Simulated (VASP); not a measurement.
Set up this calculation in VASP 6.6.1, as the native input.

- Task: single point
- Functional: PBEsol
- Potentials or basis: VASP PAW PBE potentials, release 64 (Sn_d, Se)
- Cutoff: 520 eV
- k mesh: 11 × 11 × 11
- Occupations: fermi-dirac, width 0.05 eV
- Spin: non-collinear spin, zero start, spin-orbit coupling
- Starting moments: [[0.0, 0.0, 0.0], [0.0, 0.0, 0.0]] μB
- Dipole correction: no
- Further INCAR settings: ALGO = Normal; EDIFF = 1e-07; NBANDS = 32

The structure of SnSe lies in POSCAR:

```
SnSe
1.0
    0.0000000000      3.0104337128      3.0104337128
    3.0104337128      0.0000000000      3.0104337128
    3.0104337128      3.0104337128      0.0000000000
Sn Se
1 1
Direct
    0.0000000000      0.0000000000      0.0000000000
    0.5000000000      0.5000000000      0.5000000000
```

The input as run:

INCAR

```
PREC     = Accurate       # precision mode
ENCUT    = 520            # plane-wave cutoff, eV
EDIFF    = 1E-7           # SCF threshold, eV
ISMEAR   = -1             # smearing method
SIGMA    = 0.05           # smearing width, eV
LREAL    = False          # projectors in reciprocal space
LASPH    = True           # aspherical terms in the spheres
NELM     = 150            # most SCF steps
ALGO     = Normal         # electronic algorithm
ISIF     = 2              # what is computed and relaxed
LWAVE    = False          # write WAVECAR
LCHARG   = True           # write CHGCAR
MAGMOM   = 0 0 0 0 0 0    # initial moments
LORBIT   = 11             # projections on sites
LSORBIT  = True           # spin-orbit coupling
GGA_COMPAT= False        
LORBMOM  = True         
GGA      = PS             # functional
LVHAR    = True         
NBANDS   = 32             # bands
```

KPOINTS

```
regular mesh
0
Gamma
  11 11 11
```

Potentials or basis: VASP PAW PBE potentials, release 64 (Sn_d, Se).

Run with:

```sh
$ cat potpaw_PBE.64/Sn_d/POTCAR potpaw_PBE.64/Se/POTCAR > POTCAR
$ mpirun -np 1 vasp_ncl > vasp.out
```

Results of the run:

```yaml
Pressure: -1.8 GPa
Net_moment: 0.00 μB per cell
Valence_electrons_inside_the_program's_atomic_spheres: Sn 12.04; Se 3.78
```

Caveat: the PAW data sets were made with another functional, which shifts forces and pressure a little.

Run time: 3.2 min on 1 thread of Intel Xeon 6975P-C, with other jobs on the host, peak memory 0.39 GiB.
